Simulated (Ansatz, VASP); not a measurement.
## One calculation of Te, two programs

```
CELL_PARAMETERS angstrom
0.00000 3.36517 3.36517
3.36517 0.00000 3.36517
3.36517 3.36517 0.00000
ATOMIC_POSITIONS crystal
Te 0.50000 0.50000 0.50000
Te 0.75000 0.75000 0.75000
```

Alike in both runs: task single point; functional r2SCAN; k mesh 6 × 6 × 6; occupations gaussian, width 0.1 eV; no spin polarisation.

|  | VASP | Ansatz |
| --- | --- | --- |
| version | VASP 6.6.1 | Ansatz 0.2.0 |
| potentials or method | VASP PAW PBE potentials, release 64 (Te), cutoff 520 eV | scalar-relativistic, plane waves, PAW |
| valence electrons in the cell | 12 | 32 |

|  | VASP | Ansatz | Ansatz less VASP |
| --- | --- | --- | --- |
| gap on the k mesh at the Fermi level (eV) | none | none | - |
| pressure (GPa) | 7.3 | 7.2 | -0.03 |

VASP's potentials were made for PBE, not for r2SCAN. A gap of «none» marks a metal or a gap that the smearing closes. The functional is the same, so the differences come from potentials, cutoffs and numerics. VASP's potentials hold 12 valence electrons a cell and Ansatz's 32, so a difference there can come from the potentials and not from the codes.

Spin-orbit coupling is off throughout.
